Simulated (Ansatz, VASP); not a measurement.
## NiMoIrPdW in VASP and in Ansatz

```
CELL_PARAMETERS angstrom
4.11705 0.00000 0.00000
-2.05853 3.56547 0.00000
0.00000 0.00000 5.44580
ATOMIC_POSITIONS crystal
Ni 0.00000 0.00000 0.95775
Mo 0.66667 0.33333 0.96161
Pd 0.66667 0.33333 0.46295
Ir 0.33333 0.66667 0.72572
W 0.33333 0.66667 0.23642
```

Alike in both runs: task single point; functional PBE; k mesh 6 × 6 × 4; occupations fermi-dirac, width 0.05 eV; collinear spin.

```csv
,VASP,Ansatz
version,VASP 6.6.1,Ansatz 0.2.0
potentials or method,"VASP PAW PBE potentials, release 64 (Ni, Mo_sv, Pd, Ir, W_sv), cutoff 520 eV","all-electron LAPW, scalar-relativistic"
```

```tsv
	VASP	Ansatz	Ansatz less VASP
gap on the k mesh at the Fermi level (eV)	none	none	-
pressure (GPa)	0.2	0.0	-0.17
traceless stress, the component that is largest in VASP (GPa)	0.20	0.19	-0.010
rms of the force components (eV/Å)	0.053	0.054	+0.0009
net moment per atom (μB)	0.00	0.00	0.000
```

Atom by atom the forces differ by 0.005 eV/Å (rms over components). A gap of «none» marks a metal or a gap that the smearing closes. Ansatz ran all-electron here, and VASP with PAW potentials.

Neither program's run includes spin-orbit coupling. Noted on Ansatz's run: the k mesh is thin for a metal, which can move the energy by tens of meV per atom.
